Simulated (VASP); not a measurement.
Runs of VASP 6.6.1 on Ag. The structure is that of space group P6_3/mmc (No. 194), or close to it. The cells are those of the table. This isn't the form of Ag at room conditions, which is fcc.

```tsv
task	cell	gap on the mesh (eV)	pressure (GPa)
single point	a = 2.944, b = 2.944, c = 10.000 Å, angles 90.0, 90.0, 120.0°, 4 atoms	none	-3.7
single point	a = 2.857, b = 2.857, c = 10.000 Å, angles 90.0, 90.0, 120.0°, 4 atoms	none	1.5
single point	a = 2.886, b = 2.886, c = 9.800 Å, angles 90.0, 90.0, 120.0°, 4 atoms	none	1.1
electric field gradients	a = 2.944, b = 2.944, c = 10.000 Å, angles 90.0, 90.0, 120.0°, 4 atoms	none	-3.7
electric field gradients	a = 2.800, b = 2.800, c = 10.000 Å, angles 90.0, 90.0, 120.0°, 4 atoms	none	(a)
```

Alike in all rows: level PBE; potentials or basis VASP PAW PBE potentials, release 64 (Ag); no spin polarisation; k mesh 14 × 14 × 4; cutoff (eV) 520; smearing fermi-dirac 0.08 eV.

Problem. Estimate the missing entries.

Solution. (a) 6.4.

Caveats: the cell stands under tension (at least some runs); the stress differs along the axes, from -3 to 4 GPa (at least some runs); the stress differs along the axes, from -1 to 10 GPa (at least some runs).

A k mesh can miss the band edges, and the runs leave out spin-orbit coupling on Ag.

A gap of «none» marks levels without a gap at the run's occupations.
